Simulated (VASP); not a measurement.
Wanted: the native input for a VASP 6.6.1 run.

```yaml
Task: single point
Functional: PBE
Potentials_or_basis: VASP PAW PBE potentials, release 64 (Sb)
Cutoff: 520 eV
k_mesh: 8 × 8 × 8
Occupations: gaussian, width 0.011 eV
Spin: no spin polarisation
Dipole_correction: no
Further_INCAR_settings: ALGO = Normal; EDIFF = 1e-07; NBANDS = 8
```

The structure of Sb lies in POSCAR:

```
Sb
1.0
    3.1600000000      0.0000000000      0.0000000000
    0.0000000000      3.1600000000      0.0000000000
    0.0000000000      0.0000000000      3.1600000000
Sb
1
Direct
    0.0000000000      0.0000000000      0.0000000000
```

One way to write it, as run:

INCAR

```
  PREC = Accurate
  ENCUT = 520
  EDIFF = 1E-7
  ISMEAR = 0
  SIGMA = 0.011
  LREAL = F
  LASPH = T
  NELM = 100
  ALGO = Normal
  ISIF = 2
  LWAVE = F
  LCHARG = T
  GGA = PE
  LELF = T
  LVHAR = T
  NBANDS = 8
```

KPOINTS

```
regular mesh
0
Gamma
  8 8 8
```

Potentials or basis: VASP PAW PBE potentials, release 64 (Sb).

Launch:

```console
$ cat potpaw_PBE.64/Sb/POTCAR > POTCAR
$ mpirun -np 1 vasp_std > vasp.out
```

Results of the run:

The pressure is -2.3 GPa.

Wall time 5.1 s on 1 thread of Intel(R) Xeon(R) Platinum 8259CL CPU @ 2.50GHz (Skylake/Cascade Lake), with other jobs on the host, peak memory 0.14 GiB.
